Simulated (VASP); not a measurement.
Runs of VASP 6.6.1 on GaN. The structure is that of space group I-4m2 (No. 119), or close to it. The cells are those of the table. 

```csv
cell,k mesh,smearing,gap on the mesh (eV),pressure (GPa)
"a = 3.184, b = 3.184, c = 3.053 Å, angles 61.4, 61.4, 57.3°, 2 atoms",10 × 10 × 10,fermi-dirac 0.02 eV,1.86,14.8
"a = 3.175, b = 3.175, c = 3.308 Å, angles 58.6, 58.6, 62.8°, 2 atoms",6 × 6 × 6,gaussian 0.01 eV,1.31,-0.1
"a = 3.176, b = 3.176, c = 3.276 Å, angles 59.0, 59.0, 62.1°, 2 atoms",6 × 6 × 6,gaussian 0.01 eV,(b),1.3
"a = 3.178, b = 3.178, c = 3.244 Å, angles 59.3, 59.3, 61.4°, 2 atoms",6 × 6 × 6,gaussian 0.01 eV,(a),2.8
```

Alike in all rows: task single point; level PBE; potentials or basis VASP PAW PBE potentials, release 64 (Ga_d, N); no spin polarisation; cutoff (eV) 520.

Problem. Fill in the values left out.

Solution. (a) 1.53; (b) 1.42.

A k mesh can miss the band edges, and the runs leave out spin-orbit coupling on Ga.
